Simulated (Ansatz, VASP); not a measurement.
## Two plane-wave programs on Si16O

```
CELL_PARAMETERS angstrom
0.00000 5.43000 5.43000
5.43000 0.00000 5.43000
5.43000 5.43000 0.00000
ATOMIC_POSITIONS crystal
Si 0.99360 0.00016 0.99369
Si 0.13880 0.08303 0.13888
Si 0.99352 0.00042 0.51216
Si 0.13329 0.12630 0.62008
Si 0.01452 0.45592 0.01457
Si 0.10532 0.62986 0.10536
Si 0.04756 0.49678 0.47774
Si 0.10536 0.63009 0.65911
Si 0.51208 0.00046 0.99358
Si 0.62000 0.12632 0.13338
Si 0.50919 0.97194 0.50928
Si 0.61993 0.12642 0.61999
Si 0.47770 0.49681 0.04760
Si 0.65907 0.63013 0.10539
Si 0.47772 0.49694 0.47773
Si 0.63361 0.59916 0.63365
O 0.32808 0.51545 0.32813
```

Alike in both runs: functional PBEsol; k mesh 2 × 2 × 2; occupations fermi-dirac, width 0.05 eV; collinear spin.

Ansatz relaxed the structure, and its values are those at the end. VASP's run is a single point on that final structure, the one shown.

|  | VASP | Ansatz |
| --- | --- | --- |
| version | VASP 6.6.1 | Ansatz 0.2.0 |
| potentials or method | VASP PAW PBE potentials, release 64 (Si, O), cutoff 520 eV | scalar-relativistic, plane waves, PAW |
| valence electrons in the cell | 70 | 70 |

Ansatz gave:

| Quantity | Value |
| --- | --- |
| rms of the force components (eV/Å) | 0.007 |
| net moment per atom (μB) | 0.00 |

Estimate VASP's values.

rms of the force components (eV/Å): 0.011; net moment per atom (μB): 0.00.

VASP's potentials were made for PBE, not for PBEsol, and Ansatz warns of the same on its side. Ansatz's warnings: seeded moment not kept.

The k mesh is coarse, so the values compare programs but aren't converged.
